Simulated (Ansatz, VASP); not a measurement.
## One calculation of NaI, two programs

```
Na I
1.0
     0.01948    3.35929    3.16847
     3.20601    0.07230    3.11565
     3.30045    3.40091   -0.02214
Na I
1 1
Cartesian
  -0.0550 -0.2352 -0.0908
  3.3180 3.6514 3.2218
```

Change from the starting cell: all atoms moved at random, cell strained at random.

Alike in both runs: task single point; functional PBE; k mesh 6 × 6 × 6; occupations gaussian, width 0.02 eV; no spin polarisation.

```csv
,VASP,Ansatz
version,VASP 6.6.1,Ansatz 0.2.0
potentials or method,"VASP PAW PBE potentials, release 64 (Na_pv, I), cutoff 520 eV","scalar-relativistic, plane waves, PAW"
valence electrons in the cell,14,26
```

```csv
,VASP,Ansatz,Ansatz less VASP
gap on the k mesh at the Fermi level (eV),3.61,3.61,+0.004
least direct gap on the mesh (eV),3.61,3.61,+0.004
pressure (GPa),1.6,1.5,-0.02
"traceless stress, the component that is largest in VASP (GPa)",1.31,1.30,-0.011
rms of the force components (eV/Å),0.288,0.286,-0.0024
```

Atom by atom the forces differ by 0.002 eV/Å (rms over components). VASP's potentials hold 14 valence electrons a cell and Ansatz's 26, so a difference there can come from the potentials and not from the codes.

Neither program's run includes spin-orbit coupling.
